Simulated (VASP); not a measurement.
## CdF2: single point with PBE

Crystal: CdF2.

```
CELL_PARAMETERS angstrom
0.14004 2.76581 2.76581
2.76581 0.14004 2.76581
2.76581 2.76581 0.14004
ATOMIC_POSITIONS crystal
Cd 0.00000 0.00000 0.00000
F 0.25000 0.25000 0.25000
F 0.75000 0.75000 0.75000
```

This cell differs from its parent crystal: ratio of the length along [111] to the lengths across it x 1.08, volume and fractional coordinates fixed.

```yaml
Program: VASP 6.6.1
Task: single point
Functional: PBE
Potentials_or_basis: VASP PAW PBE potentials, release 64 (Cd, F)
Cutoff: 520 eV
k_mesh: 8 × 8 × 8
Occupations: gaussian, width 0.05 eV
Spin: no spin polarisation
Dipole_correction: no
Further_INCAR_settings: ALGO = Normal; EDIFF = 1e-07; NBANDS = 20
```

```yaml
Pressure: 7.0 GPa
Largest_force: 0.198 eV/Å
Band_gap_on_the_k_mesh: 3.10 eV (least direct gap 3.48 eV)
```

Forces in eV/Å, atoms in the order of the input:
```
Cd   0.000  0.000  0.000
F   -0.114 -0.114 -0.114
F    0.114  0.114  0.114
```

Stress tensor (GPa, compression positive):
```
 6.95 -1.35 -1.35
-1.35  6.95 -1.35
-1.35 -1.35  6.95
```

Levels at points of the mesh, in eV from the valence-band top:
| k point | band 9 | band 10 | band 11 | band 12 | band 13 | band 14 | band 15 | band 16 | band 17 | band 18 |
| --- | --- | --- | --- | --- | --- | --- | --- | --- | --- | --- |
| (0.00, 0.00, 0.00) | -1.07 | -0.82 | -0.75 | -0.37 | -0.37 | 3.10 | 11.80 | 13.24 | 13.24 | 17.63 |
| (0.50, 0.00, 0.00) | -2.33 | -1.92 | -1.80 | -0.52 | -0.36 | 7.33 | 9.29 | 13.91 | 14.91 | 17.59 |
| (0.50, 0.50, 0.00) | -3.04 | -2.89 | -0.53 | -0.16 | -0.01 | 8.05 | 9.65 | 11.95 | 13.84 | 14.78 |
| (0.50, 0.50, 0.50) | -2.18 | -1.79 | -1.79 | -0.23 | -0.23 | 6.84 | 8.82 | 14.90 | 14.90 | 18.64 |

Run time: 44 s on 1 thread of Intel(R) Xeon(R) Platinum 8488C (Sapphire Rapids), with other jobs on the host, peak memory 0.19 GiB.

Caveat: the cell stands under pressure. A k mesh can miss the band edges.
